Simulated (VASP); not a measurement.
# Li16H16O (a cell with a defect) in VASP: a series of runs

Li16H16O (a cell with a defect) is run at these levels: PBE; tasks: single point.

All numbers are computed with VASP 6.6.1; they aren't measurements. Logs are shortened: lines on timing, memory, paths and dates and some standing lists are left out, and cuts for length are marked.

### Step 1. The cell of the first run

The cell holds a defect, 33 atoms: a = 6.941 Å, b = 6.941 Å, c = 6.941 Å, α = 109.47°, β = 109.47°, γ = 109.47°.

### Step 2. Single point, PBE

INCAR reads:

```
SYSTEM = Li16H16O
PREC = Accurate
ENCUT = 520
EDIFF = 1E-7
ISMEAR = 0
SIGMA = 0.02
LREAL = Auto
LASPH = .True.
NELM = 60
ALGO = Normal
ISIF = 2
LWAVE = .False.
LCHARG = .True.
GGA = PE
LELF = .True.
LVHAR = .True.
NBANDS = 57
```

KPOINTS reads:

```
Automatic mesh
0
Gamma
  2 2 2
  0.5 0.5 0.5
```

POSCAR reads:

```
Li16H16O
1.0
   -4.0071000518     -4.0071000518      4.0071000518
   -4.0071000518      4.0071000518     -4.0071000518
    4.0071000518     -4.0071000518     -4.0071000518
Li H O
16 16 1
Direct
    0.7743875770      0.0079427765      0.2621159907
    1.0072887993      0.7394139057      0.2691107000
    0.2504780233      0.4988207118      0.2527396339
    0.7504701558      0.2487322470      0.0028489431
    0.5069510304      0.2485574323      0.2598188182
    1.0074214389      1.0149571878      0.9936710959
    0.2532714399      0.7527537274      0.0067296797
    0.7745940855      0.5138195886      0.7680079010
    0.4846919156      0.4752453084      0.0106928950
    0.9993906936      0.2499124022      0.7508066834
    0.2504254915     -0.0009652866      0.7528881138
    0.7504172497      0.7489384995      0.5030040363
    0.4834727047      0.7564477954      0.7283178514
    0.9991372684      0.4966793877      0.5037827790
    0.2530727925      0.2476918438      0.5016642894
    0.5069739896      0.0059938608      0.5024510179
    0.5053111911      0.7476959550      0.2514624010
    0.7467686011      0.4939674514      0.2541138197
    0.0094237727      0.2704293594      0.2630012943
    0.5052580354     -0.0026594045      0.0015073245
    0.2732378742      0.0103551195      0.2642116459
    0.6650771045      0.7069602614     -0.0401906611
    0.0094394948      0.4862783496      0.0016982356
    0.5052445594      0.2550637585      0.7588900853
    0.2555496461      0.2499157713      0.0069767412
    0.7466672809     -0.0000354371      0.7480181331
    0.0094404930      0.7477766867      0.7403259119
    0.5052011364      0.5050552704      0.5091279164
    0.2685418348      0.5080225035      0.7618551972
    0.7592736544      0.2532905310      0.5072783244
    0.0094459833      0.0090761397      0.5244630713
    0.2553131908      0.7530160118      0.5036687315
    0.8353915442      0.7911186292      1.0455421491
```

Potentials or basis: VASP PAW PBE potentials, release 64 (Li_sv, H, O).

On the command line:

```bash
$ cat potpaw_PBE.64/Li_sv/POTCAR potpaw_PBE.64/H/POTCAR potpaw_PBE.64/O/POTCAR > POTCAR
$ mpirun -np 1 vasp_std > vasp.out
```

OUTCAR:

```text
SYSTEM = Li16H16O
   PREC = Accurate
   ENCUT = 520
   EDIFF = 1E-7
   ISMEAR = 0
   LREAL = Auto
   LASPH = .True.
   NELM = 60
   ISIF = 2
   GGA = PE

 ion  position               nearest neighbor table
   1  0.774  0.008  0.262-  33 2.01
   2  0.007  0.739  0.269-  33 1.84
   3  0.250  0.499  0.253-
   4  0.750  0.249  0.003-
   5  0.507  0.249  0.260-
   6  0.007  0.015  0.994-  33 1.84
   7  0.253  0.753  0.007-
   8  0.775  0.514  0.768-  33 2.01
   9  0.485  0.475  0.011-
  10  0.999  0.250  0.751-
  11  0.250  0.999  0.753-
  12  0.750  0.749  0.503-
  13  0.483  0.756  0.728-
  14  0.999  0.497  0.504-
  15  0.253  0.248  0.502-
  16  0.507  0.006  0.502-
  17  0.505  0.748  0.251-
  18  0.747  0.494  0.254-
  19  0.009  0.270  0.263-
  20  0.505  0.997  0.002-
  21  0.273  0.010  0.264-
  22  0.665  0.707  0.960-  33 0.97
  23  0.009  0.486  0.002-
  24  0.505  0.255  0.759-
  25  0.256  0.250  0.007-
  26  0.747  1.000  0.748-
  27  0.009  0.748  0.740-
  28  0.505  0.505  0.509-
  29  0.269  0.508  0.762-
  30  0.759  0.253  0.507-
  31  0.009  0.009  0.524-
  32  0.255  0.753  0.504-
  33  0.835  0.791  0.046-  22 0.97   2 1.84   6 1.84   8 2.01   1 2.01

  LATTYP: Found a body centered cubic cell.
 ALAT       =     8.0142001036

  Lattice vectors:

 A1 = (  -4.0071000518,  -4.0071000518,   4.0071000518)
 A2 = (  -4.0071000518,   4.0071000518,  -4.0071000518)
 A3 = (   4.0071000518,  -4.0071000518,  -4.0071000518)

Analysis of symmetry for initial positions (statically):
=====================================================================
 Subroutine PRICEL returns:
 Original cell was already a primitive cell.

 Routine SETGRP: Setting up the symmetry group for a
 body centered cubic supercell.

 Subroutine GETGRP returns: Found  1 space group operations
 (whereof  1 operations were pure point group operations)
 out of a pool of 48 trial point group operations.

The static configuration has the point symmetry C_1 .

Analysis of symmetry for dynamics (positions and initial velocities):
=====================================================================
 Subroutine PRICEL returns:
 Original cell was already a primitive cell.

 Routine SETGRP: Setting up the symmetry group for a
 body centered cubic supercell.

 Subroutine GETGRP returns: Found  1 space group operations
 (whereof  1 operations were pure point group operations)
 out of a pool of 48 trial point group operations.

The dynamic configuration has the point symmetry C_1 .

 Subroutine INISYM returns: Found  1 space group operations
 (whereof  1 operations are pure point group operations),
 and found     1 'primitive' translations

----------------------------------------------------------------------------------------

                                     Primitive cell

  volume of cell :     257.3656

  direct lattice vectors                    reciprocal lattice vectors
    -4.007100052 -4.007100052  4.007100052    -0.124778517 -0.124778517  0.000000000
    -4.007100052  4.007100052 -4.007100052    -0.124778517  0.000000000 -0.124778517
     4.007100052 -4.007100052 -4.007100052     0.000000000 -0.124778517 -0.124778517

  length of vectors
     6.940500881  6.940500881  6.940500881     0.176463470  0.176463470  0.176463470

  position of ions in fractional coordinates (direct lattice)
     0.774387577  0.007942777  0.262115991
     0.007288799  0.739413906  0.269110700
     0.250478023  0.498820712  0.252739634
     0.750470156  0.248732247  0.002848943
     0.506951030  0.248557432  0.259818818
     0.007421439  0.014957188  0.993671096
[... 25 lines left out ...]
     0.255313191  0.753016012  0.503668731
     0.835391544  0.791118629  0.045542149

  ion indices of the primitive-cell ions
   primitive index   ion index
                 1           1
                 2           2
                 3           3
                 4           4
                 5           5
                 6           6
[... 25 lines left out ...]
                32          32
                33          33

----------------------------------------------------------------------------------------

 KPOINTS: Automatic mesh

Automatic generation of k-mesh.
 Grid dimensions read from file:
 generate k-points for:    2    2    2

 Generating k-lattice:

  Cartesian coordinates                     Fractional coordinates (reciprocal lattice)
    -0.062389258 -0.062389258  0.000000000     0.500000000  0.000000000  0.000000000
    -0.062389258  0.000000000 -0.062389258     0.000000000  0.500000000  0.000000000
     0.000000000 -0.062389258 -0.062389258     0.000000000  0.000000000  0.500000000

  Length of vectors
     0.088231735  0.088231735  0.088231735

  Shift w.r.t. Gamma in fractional coordinates (k-lattice)
     0.500000000  0.500000000  0.500000000

 Subroutine IBZKPT returns following result:
 ===========================================

 Found      4 irreducible k-points:

 Following reciprocal coordinates:
            Coordinates               Weight
  0.250000  0.250000  0.250000      2.000000
 -0.250000  0.250000  0.250000      2.000000
  0.250000 -0.250000  0.250000      2.000000
  0.250000  0.250000 -0.250000      2.000000
   k-points           NKPTS =      4   k-points in BZ     NKDIM =      4   number of bands    NBANDS=     57
   number of dos      NEDOS =    301   number of ions     NIONS =     33
   total plane-waves  NPLWV = 157464
   dimension x,y,z NGX =    54 NGY =   54 NGZ =   54
   dimension x,y,z NGXF=   108 NGYF=  108 NGZF=  108
   ions per type =              16  16   1
   NGX,Y,Z   is equivalent  to a cutoff of  12.93, 12.93, 12.93 a.u.
   NGXF,Y,Z  is equivalent  to a cutoff of  25.87, 25.87, 25.87 a.u.
 SYSTEM =  Li16H16O
   PREC   = accura    normal or accurate (medium, high low for compatibility)
   ISTART =      0    job   : 0-new  1-cont  2-samecut
   ICHARG =      2    charge: 1-file 2-atom 10-const
   ISPIN  =      1    spin polarized calculation?
   LNONCOLLINEAR =      F non collinear calculations
   LSORBIT =      F    spin-orbit coupling
   LASPH  =      T    aspherical Exc in radial PAW
   ENCUT  =  520.0 eV  38.22 Ry    6.18 a.u.  12.90 12.90 12.90*2*pi/ulx,y,z
   NELM   =     60;   NELMIN=  2; NELMDL= -5     # of ELM steps
   EDIFF  = 0.1E-06   stopping-criterion for ELM
   LREAL  =      T    real-space projection
   EDIFFG = 0.1E-05   stopping-criterion for IOM
   NSW    =      0    number of steps for IOM
   IBRION =     -1    ionic relax: 0-MD 1-quasi-New 2-CG
   NFREE  =      0    steps in history (QN), initial steepest desc. (CG)
   ISIF   =      2    stress and relaxation
   ISYM   =      2    0-nonsym 1-usesym 2-fastsym
   POTIM  = 0.5000    time-step for ionic-motion
   TEBEG  =    0.0;   TEEND  =   0.0 temperature during run
   PSTRESS=    0.0 pullay stress
   NELECT =      70.0000    total number of electrons
   NUPDOWN=      -1.0000    fix difference up-down
   EMIN   =  10.00;   EMAX   =-10.00  energy-range for DOS
   EFERMI =   0.00;   METHOD = LEGACY
   ISMEAR =     0;   SIGMA  =   0.02  broadening in eV -4-tet -1-fermi 0-gaus
   EFERMI_NEDOS =   21; number of points for ismear=-14 and -15
   IALGO  =     38    algorithm
   IMIX   =      4    mixing-type and parameters
     AMIX     =   0.40;   BMIX     =  1.00
     AMIX_MAG =   1.60;   BMIX_MAG =  1.00
  volume/ion in A,a.u.               =       7.80        52.63
  Fermi-wavevector in a.u.,A,eV,Ry     =   1.060695  2.004424 15.307569  1.125075
  Thomas-Fermi vector in A             =   2.196085
   LORBIT       =      0    0 simple, 1 ext, 2 COOP (PROOUT), +10 PAW based schemes
   GGA     = PE    functional components
   LHFCALC =     F    Hartree Fock is set to
   AEXX    =    0.0000 exact exchange contribution
   IVDW    =     0    specifies the selected vdW correction
   LEPSILON=     F    determine dielectric tensor
   LRPA    =     F    only Hartree local field effects (RPA)
 non-spin polarized calculation
 Gauss-broadening in eV      SIGMA  =   0.02
  energy-cutoff  :      520.00
  volume of cell :      257.37
 maximum number of plane-waves:      6927
 NGX is ok and might be reduce to    54
   NGX = 25   NGY = 25   NGZ = 25

 number of electron      70.0000004 magnetization

 Free energy of the ion-electron system (eV)
  ---------------------------------------------------
  ext. energy  EPLUGINS =         0.00000000
  ---------------------------------------------------
  free energy    TOTEN  =      -105.74782878 eV

  energy without entropy =     -105.74782878  energy(sigma->0) =     -105.74782878

 E-fermi :   0.3756     XC(G=0):  -8.6643

 val. band max:        0.2527179553   @ k =  -0.2500   0.2500   0.2500
 cond. band min:       4.0334582817   @ k =  -0.2500   0.2500   0.2500
 fundamental gap:      3.7807403264
 Fermi energy:         0.3756334342

 k-point     1 :       0.2500    0.2500    0.2500
  band No.  band energies     occupation
      1     -44.1891      2.00000
      2     -44.1863      2.00000
      3     -43.9430      2.00000
      4     -43.9423      2.00000
      5     -43.9001      2.00000
      6     -43.8913      2.00000
[... 39 lines left out ...]
     46       6.7434      0.00000
     47       6.9071      0.00000

 k-point     2 :      -0.2500    0.2500    0.2500
  band No.  band energies     occupation
      1     -44.1892      2.00000
      2     -44.1862      2.00000
      3     -43.9440      2.00000
      4     -43.9416      2.00000
      5     -43.8996      2.00000
      6     -43.8927      2.00000
[... 39 lines left out ...]
     46       6.7248      0.00000
     47       6.8028      0.00000

 k-point     3 :       0.2500   -0.2500    0.2500
  band No.  band energies     occupation
      1     -44.1892      2.00000
      2     -44.1862      2.00000
      3     -43.9438      2.00000
      4     -43.9417      2.00000
      5     -43.8997      2.00000
      6     -43.8944      2.00000
[... 39 lines left out ...]
     46       6.7393      0.00000
     47       6.8064      0.00000

 k-point     4 :       0.2500    0.2500   -0.2500
  band No.  band energies     occupation
      1     -44.1892      2.00000
      2     -44.1862      2.00000
      3     -43.9438      2.00000
      4     -43.9417      2.00000
      5     -43.8997      2.00000
      6     -43.8944      2.00000
[... 39 lines left out ...]
     46       6.7388      0.00000
     47       6.8052      0.00000
 [bands above 47 left out]

------------------------ aborting loop because EDIFF is reached ----------------------------------------

  FORCE on cell =-STRESS in cart. coord.  units (eV):
  Direction    XX          YY          ZZ          XY          YZ          ZX
  --------------------------------------------------------------------------------------
  -------------------------------------------------------------------------------------
  Total        3.3937999      3.4675079      1.6640665     -0.8212721      0.0000901     -0.0009761
  in kB       21.1274104     21.5862643     10.3593069     -5.1126621      0.0005611     -0.0060763
  external PRESSURE =      17.6909939 kB  Pullay stress =       0.0000000 kB

 VOLUME and BASIS-vectors are now :
 -----------------------------------------------------------------------------
  energy-cutoff  :      520.00
  volume of cell :      257.37
      direct lattice vectors                 reciprocal lattice vectors
    -4.007100052 -4.007100052  4.007100052    -0.124778517 -0.124778517  0.000000000
    -4.007100052  4.007100052 -4.007100052    -0.124778517  0.000000000 -0.124778517
     4.007100052 -4.007100052 -4.007100052     0.000000000 -0.124778517 -0.124778517

 POSITION                                       TOTAL-FORCE (eV/Angst)
 -----------------------------------------------------------------------------------
     -2.08455     -4.12155      2.02090        -0.036392     -0.036570     -0.021486
     -1.91376      1.85535     -4.01205        -0.174894      0.083935     -0.000403
     -1.98976     -0.01762     -2.00789        -0.002141     -0.000394      0.000432
     -3.99249     -2.02193      1.99910        -0.019977     -0.018014     -0.000186
     -1.98628     -2.07653     -0.00571         0.049133     -0.025037      0.000588
      3.89207     -3.95154     -4.01194         0.089207     -0.178125     -0.002220
[... 25 lines left out ...]
     -2.02222     -0.02391     -4.01260        -0.006094      0.022729      0.000402
     -6.33510     -0.35990     -0.00509         0.486001      0.495111     -0.000920
 -----------------------------------------------------------------------------------
    total drift:                               -0.007288      0.004196      0.003837

  FREE ENERGIE OF THE ION-ELECTRON SYSTEM (eV)
  ---------------------------------------------------
  free  energy   TOTEN  =      -105.7478287792 eV

  energy  without entropy=     -105.7478287792  energy(sigma->0) =     -105.74782878
```

Wall time 5 min (1 thread of Intel Xeon 8259CL, shared host); peak memory 0.39 GiB.

What came out:

* Free energy: -105.7478 eV
* Largest force: 0.694 eV/Å
* Band gap on the k mesh: 3.78 eV

Forces on the atoms (eV/Å):
```
Li  -0.036 -0.037 -0.021
Li  -0.175  0.084  0.000
Li  -0.002  0.000  0.000
Li  -0.020 -0.018  0.000
Li   0.049 -0.025  0.001
Li   0.089 -0.178 -0.002
Li  -0.084 -0.083  0.016
Li  -0.034 -0.035  0.023
Li   0.107 -0.101  0.003
Li   0.021 -0.034  0.001
Li  -0.002 -0.002 -0.001
Li  -0.020 -0.019  0.001
Li  -0.104  0.106  0.000
Li  -0.035  0.025 -0.001
Li  -0.085 -0.083 -0.016
Li  -0.022  0.050  0.001
H   -0.017 -0.039  0.027
H   -0.018 -0.054  0.000
H   -0.011 -0.074  0.042
H   -0.039 -0.018  0.028
H   -0.109 -0.109  0.000
H    0.431  0.431 -0.001
H   -0.074 -0.012 -0.041
H   -0.018 -0.040 -0.028
H    0.021 -0.007  0.000
H   -0.052 -0.019  0.000
H   -0.010 -0.075 -0.042
H   -0.038 -0.019 -0.029
H   -0.087 -0.088  0.000
H   -0.033 -0.033 -0.001
H   -0.074 -0.012  0.040
H   -0.006  0.023  0.000
O    0.486  0.495 -0.001
```

Caveat: the k points lie up to 0.55 Å⁻¹ apart; the cutoff is under 1.25 times the usual one of these potentials, so pressure, stress and relaxed cells hold a basis-set (Pulay) error.

### Step 3. Single point, PBE

INCAR reads:

```
SYSTEM = Li16H16O
PREC = Accurate
ENCUT = 520
EDIFF = 1E-6
ISMEAR = 0
SIGMA = 0.02
LREAL = Auto
LASPH = .True.
NELM = 80
ALGO = Normal
ISIF = 2
LWAVE = .False.
LCHARG = .False.
GGA = PE
NBANDS = 57
```

KPOINTS is that of step 2.

POSCAR reads:

```
Li16H16O
1.0
   -4.0071000518     -4.0071000518      4.0071000518
   -4.0071000518      4.0071000518     -4.0071000518
    4.0071000518     -4.0071000518     -4.0071000518
Li H O
16 16 1
Direct
    0.7467522551     -0.0067320505      0.2472438889
    0.9927129217      0.7308668269      0.2606090406
    0.2495922206      0.4969960755      0.2510651062
    0.7495763672      0.2471096272      0.0009606698
    0.5165597248      0.2716813870      0.2435681634
    0.9925814052      1.0063479693      0.9850248182
    0.2256207702      0.7378887379     -0.0079329190
    0.7469490308      0.4983576587      0.7523304787
    0.4930279939      0.4975493435     -0.0059909909
    1.0006105284      0.2491985444      0.7500840910
    0.2495389401     -0.0028456988      0.7512726064
    0.7495232116      0.7472617258      0.5011803983
    0.4930517018      0.7401860352      0.7514421804
    1.0008695686      0.4962162098      0.5033294587
    0.2254041547      0.2320001966      0.4861935002
    0.5153129379     -0.0106824136      0.5247330920
    0.4946941615      0.7485387091      0.2523027843
    0.7446857981      0.4963270131      0.2469842248
   -0.0094317585      0.2596863034      0.2522267942
    0.4947480658     -0.0015059519      0.0026656434
    0.3348320438      0.0402052601      0.2930253762
    0.7267377810      0.7357736173     -0.0103697186
   -0.0094394948      0.4755263096     -0.0090737689
    0.4947538056      0.2411082797      0.7449247489
    0.2533433123      0.2519799823      0.0000446707
    0.7444431039     -0.0069781138      0.7500751070
   -0.0094169099      0.7370011883      0.7295625171
    0.4947989754      0.4908575964      0.4949418468
    0.2407290778      0.4927219122      0.7467117021
    0.7314808620      0.2381562695      0.4919867172
   -0.0094305107     -0.0016951161      0.5137357374
    0.2532392471      0.7458907842      0.5060332844
    1.1645188390      0.9544050437      1.2088407919
```

Potentials or basis: VASP PAW PBE potentials, release 64 (Li_sv, H, O).

On the command line:

```bash
$ cat potpaw_PBE.64/Li_sv/POTCAR potpaw_PBE.64/H/POTCAR potpaw_PBE.64/O/POTCAR > POTCAR
$ mpirun -np 1 vasp_std > vasp.out
```

Run time: 4.4 min. Hardware: 1 thread of Intel Xeon 8259CL, shared host; peak memory 0.39 GiB.

It converged, with:

```yaml
Free_energy: -105.7470 eV
Largest_force: 0.694 eV/Å
Band_gap_on_the_k_mesh: 3.78 eV
```

Forces in eV/Å, atoms in the order of the input:
```
Li   0.084  0.084 -0.016
Li  -0.085  0.175  0.001
Li   0.019  0.020 -0.001
Li   0.002  0.002  0.001
Li  -0.106  0.104  0.000
Li   0.178 -0.089  0.002
Li   0.037  0.036  0.021
Li   0.083  0.085  0.016
Li  -0.050  0.022 -0.001
Li   0.034 -0.021 -0.001
Li   0.018  0.020  0.000
Li   0.000  0.002  0.000
Li   0.025 -0.049 -0.001
Li  -0.025  0.035  0.001
Li   0.035  0.034 -0.023
Li   0.101 -0.107 -0.003
H    0.039  0.017 -0.027
H   -0.023  0.006  0.000
H    0.075  0.010  0.042
H    0.018  0.039 -0.028
H   -0.431 -0.432  0.001
H    0.110  0.109  0.000
H    0.012  0.074 -0.040
H    0.040  0.018  0.028
H    0.019  0.052  0.000
H    0.007 -0.020  0.000
H    0.075  0.011 -0.042
H    0.019  0.039  0.029
H    0.033  0.033  0.001
H    0.088  0.087  0.000
H    0.012  0.074  0.041
H    0.054  0.018  0.000
O   -0.496 -0.486  0.001
```

Levels at points of the mesh, in eV from the valence-band top:
```
           k point  band 32  band 33  band 34  band 35  band 36  band 37  band 38  band 39
(0.25, 0.25, 0.25)    -1.58    -1.16    -1.10    -0.91     3.94     5.32     5.38     5.44
```

Caveat: the k points lie up to 0.55 Å⁻¹ apart; the cutoff is under 1.25 times the usual one of these potentials, so pressure, stress and relaxed cells hold a basis-set (Pulay) error.
